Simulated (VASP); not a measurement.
A run of VASP 6.6.1:

File INCAR:

```
SYSTEM = BN
ALGO = Normal
EDIFF = 1E-6
ENCUT = 520
GGA = PE
ISIF = 2
ISMEAR = -1
LASPH = .True.
LCHARG = .False.
LREAL = .False.
LWAVE = .False.
NBANDS = 16
NELM = 60
PREC = Accurate
SIGMA = 0.1
```

Contents of KPOINTS:

```
k-points
0
Gamma
  12 12 7
  0 0 0
```

Contents of POSCAR:

```
BN
1.0
    2.4362124365      0.0000000000      0.0000000000
   -1.2181062182      2.1098218590      0.0000000000
    0.0000000000      0.0000000000      3.9299376015
B N
2 2
Direct
    0.0000000000      0.0000000000      0.0000000000
    0.0000000000      0.0000000000      0.5000000000
    0.3333333333      0.6666666667      0.2500000000
    0.6666666667      0.3333333333      0.7500000000
```

Potentials or basis: VASP PAW PBE potentials, release 64 (B, N).

The run is started by

```console
$ cat potpaw_PBE.64/B/POTCAR potpaw_PBE.64/N/POTCAR > POTCAR
$ mpirun -np 1 vasp_std > vasp.out
```

Hardware: 1 thread of Intel(R) Xeon(R) Platinum 8488C (Sapphire Rapids) (shared host).

Question: Estimate the wall time of this run.

Answer: Wall time 12 s on 1 thread of Intel(R) Xeon(R) Platinum 8488C (Sapphire Rapids) (shared host), peak memory 0.13 GiB. Counts: scf iterations 12, k points 76.
